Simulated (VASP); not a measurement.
MgO, 2 atoms in the cell. The structure is cubic, space group Fm-3m (No. 225). Conventional cell: a = 4.270 Å, b = 4.270 Å, c = 4.270 Å, α = 90.00°, β = 90.00°, γ = 90.00°. Mg (site symmetry m-3m) has 6 O at 2.14 Å within 2.8 Å. O (site symmetry m-3m) has 6 Mg at 2.14 Å within 2.8 Å. 

```yaml
Program: VASP 6.6.1
Task: relaxation of cell and atoms
Functional: LDA
Potentials_or_basis: VASP PAW LDA potentials, release 64 (Mg_sv, O)
Cutoff: 750 eV
k_mesh: 8 × 8 × 8
Occupations: gaussian, width 0.1 eV
Spin: no spin polarisation
Dipole_correction: no
Mended: yes
Further_INCAR_settings: ALGO = Normal; EDIFF = 1e-07; IBRION = 2; EDIFFG = -0.05; NSW = 100; ISIF = 3
```

Potentials or basis: VASP PAW LDA potentials, release 64 (Mg_sv, O).

Run with:

```console
$ cat potpaw_LDA.64/Mg_sv/POTCAR potpaw_LDA.64/O/POTCAR > POTCAR
$ mpirun -np 1 vasp_std > vasp.out
```

Hardware: 1 thread of Intel(R) Xeon(R) Platinum 8488C (Sapphire Rapids), on a shared host.

Question: Estimate the wall time of this run.

Answer: It took 25 s on 1 thread of Intel(R) Xeon(R) Platinum 8488C (Sapphire Rapids) (shared host), peak memory 0.14 GiB. Counts: scf iterations 30, k points 29, ion steps 3.
